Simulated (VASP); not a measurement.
# Fe3Ge (Pm-3m) in VASP: notebook, part 2 of 2

VASP 6.6.1.

**6. Single point, PBEsol, collinear spin, ferromagnetic start**

INCAR reads:

```
PREC = Accurate
ENCUT = 520
EDIFF = 1E-6
ISMEAR = 0
SIGMA = 0.1
LREAL = False
LASPH = True
NELM = 150
ALGO = Normal
ISIF = 2
LWAVE = False
LCHARG = False
ISPIN = 2
MAGMOM = 2.78 2.78 2.78 -0.08
LORBIT = 11
NUPDOWN = 7.5
LMAXMIX = 4
GGA = PS
NBANDS = 31
```

KPOINTS reads:

```
Automatic mesh
0
Gamma
  12 12 12
```

POSCAR reads:

```
Fe3Ge
1.0
    3.6605005200      0.0000000000      0.0000000000
    0.0000000000      3.6605005200      0.0000000000
    0.0000000000      0.0000000000      3.6605005200
Fe Ge
3 1
Direct
    0.0000000000      0.5000000000      0.5000000000
    0.5000000000      0.5000000000      0.0000000000
    0.5000000000      0.0000000000      0.5000000000
    0.0000000000      0.0000000000      0.0000000000
```

Potentials or basis: VASP PAW PBE potentials, release 64 (Fe, Ge_d).

On the command line:

```bash
$ cat potpaw_PBE.64/Fe/POTCAR potpaw_PBE.64/Ge_d/POTCAR > POTCAR
$ mpirun -np 1 vasp_std > vasp.out
```

OUTCAR:

```text
PREC = Accurate
   ENCUT = 520
   EDIFF = 1E-6
   ISMEAR = 0
   LREAL = False
   LASPH = True
   NELM = 150
   ISIF = 2
   ISPIN = 2
   LORBIT = 11
   NUPDOWN = 7.5
   GGA = PS

 ion  position               nearest neighbor table
   1  0.000  0.500  0.500-   2 2.59   3 2.59   4 2.59   2 2.59   4 2.59   3 2.59   4 2.59   4 2.59
                             2 2.59   3 2.59   2 2.59   3 2.59
   2  0.500  0.500  0.000-   1 2.59   3 2.59   4 2.59   1 2.59   3 2.59   3 2.59   4 2.59   3 2.59
                             1 2.59   4 2.59   1 2.59   4 2.59
[... 1868 lines left out ...]
      direct lattice vectors                 reciprocal lattice vectors
     3.660500520  0.000000000  0.000000000     0.273186684  0.000000000  0.000000000
     0.000000000  3.660500520  0.000000000     0.000000000  0.273186684  0.000000000
     0.000000000  0.000000000  3.660500520     0.000000000  0.000000000  0.273186684

 POSITION                                       TOTAL-FORCE (eV/Angst)
 -----------------------------------------------------------------------------------
      0.00000      1.83025      1.83025         0.000000      0.000000      0.000000
      1.83025      1.83025      0.00000         0.000000      0.000000      0.000000
      1.83025      0.00000      1.83025         0.000000      0.000000      0.000000
      0.00000      0.00000      0.00000         0.000000      0.000000      0.000000
 -----------------------------------------------------------------------------------
    total drift:                               -0.000000      0.000000      0.000000

  FREE ENERGIE OF THE ION-ELECTRON SYSTEM (eV)
  ---------------------------------------------------
  free  energy   TOTEN  =       -32.0231301253 eV

  energy  without entropy=      -32.0105332076  energy(sigma->0) =      -32.01683167

 total charge

# of ion       s       p       d       tot
------------------------------------------
    1        0.435   0.509   6.254   7.198
    2        0.435   0.509   6.254   7.198
    3        0.435   0.509   6.254   7.198
    4        1.082   1.308  10.098  12.487
--------------------------------------------------
tot          2.386   2.834  28.861  34.081

 magnetization (x)

# of ion       s       p       d       tot
------------------------------------------
    1        0.003   0.000   2.506   2.509
    2        0.003   0.000   2.506   2.509
    3        0.003   0.000   2.506   2.509
    4        0.004  -0.107   0.010  -0.093
--------------------------------------------------
tot          0.013  -0.106   7.528   7.435
```

OSZICAR:

```text
N       E                     dE             d eps       ncg     rms          rms(c)
DAV:   1     0.301124822974E+03    0.30112E+03   -0.16185E+04 11767   0.260E+03
DAV:   2     0.528894979242E+01   -0.29584E+03   -0.27610E+03 10416   0.527E+02
DAV:   3    -0.341576704955E+02   -0.39447E+02   -0.37834E+02 11431   0.151E+02
DAV:   4    -0.356147170566E+02   -0.14570E+01   -0.14546E+01 12061   0.343E+01
DAV:   5    -0.356344870299E+02   -0.19770E-01   -0.19769E-01 11614   0.366E+00    0.206E+01
DAV:   6    -0.334048127588E+02    0.22297E+01   -0.25312E+01 12216   0.686E+01    0.149E+01
DAV:   7    -0.320879863890E+02    0.13168E+01   -0.45069E+00 11653   0.329E+01    0.735E+00
DAV:   8    -0.320650439056E+02    0.22942E-01   -0.18847E-01 11711   0.301E+00    0.281E+00
DAV:   9    -0.320252054580E+02    0.39838E-01   -0.42340E-02 14079   0.242E+00    0.724E-01
DAV:  10    -0.320231223637E+02    0.20831E-02   -0.39383E-03 13090   0.732E-01    0.171E-01
DAV:  11    -0.320231199565E+02    0.24072E-05   -0.45369E-04 11818   0.232E-01    0.102E-01
DAV:  12    -0.320231293255E+02   -0.93691E-05   -0.25299E-05 12127   0.505E-02    0.370E-02
DAV:  13    -0.320231301253E+02   -0.79971E-06   -0.59846E-06 13319   0.218E-02
   1 F= -.32023130E+02 E0= -.32016832E+02  d E =-.125969E-01  mag=     7.4999
```

stdout:

```text
POSCAR found type information on POSCAR FeGe
 POSCAR found :  2 types and       4 ions
 scaLAPACK will be used
 -----------------------------------------------------------------------------
|                                                                             |
|                                                                             |
|     You enforced a specific xc type in the INCAR file but a different       |
|     I HOPE YOU KNOW WHAT YOU ARE DOING!                                     |
|                                                                             |
 -----------------------------------------------------------------------------

 LDA part: xc-table for (Slater+PW92), standard interpolation
 POSCAR, INCAR and KPOINTS ok, starting setup
 FFT: planning ... GRIDC
 FFT: planning ... GRID_SOFT
 FFT: planning ... GRID
 WAVECAR not read
 entering main loop
```

Wall time 2.1 min (1 thread of Intel Xeon Platinum 8488C (Sapphire Rapids), shared host); peak memory 0.31 GiB.

Results:

* Free energy: -32.0231 eV
* Pressure: -5.7 GPa
* Net moment: 7.50 μB per cell
* Site moments: Fe +2.51; Ge -0.09 μB
* Valence electrons inside the program's atomic spheres: Fe 7.20; Ge 12.49

Caveat: the cell stands under tension; the PAW data sets were made with another functional, which shifts forces and pressure a little; the total moment is fixed, so each spin has its own Fermi level.

**7. Summary**

| spin | fixed moment (μB) | pressure (GPa) | moment (μB) |
| --- | --- | --- | --- |
| collinear, zero start | 0.0 | -24.5 | 0.00 |
| collinear, ferromagnetic start | - | -11.2 | 6.46 |
| collinear, ferromagnetic start | 5.62 | -14.6 | 5.62 |
| collinear, ferromagnetic start | 7.5 | -5.7 | 7.50 |

Alike in all rows: task single point; level PBEsol; potentials or basis VASP PAW PBE potentials, release 64 (Fe, Ge_d); cell as given; k mesh 12 × 12 × 12; cutoff (eV) 520; smearing gaussian 0.1 eV.

Caveats: the cell stands under tension; the PAW data sets were made with another functional, which shifts forces and pressure a little; the total moment is fixed, so each spin has its own Fermi level (at least some runs).

Absolute energies hang on the potentials; compare differences alone.
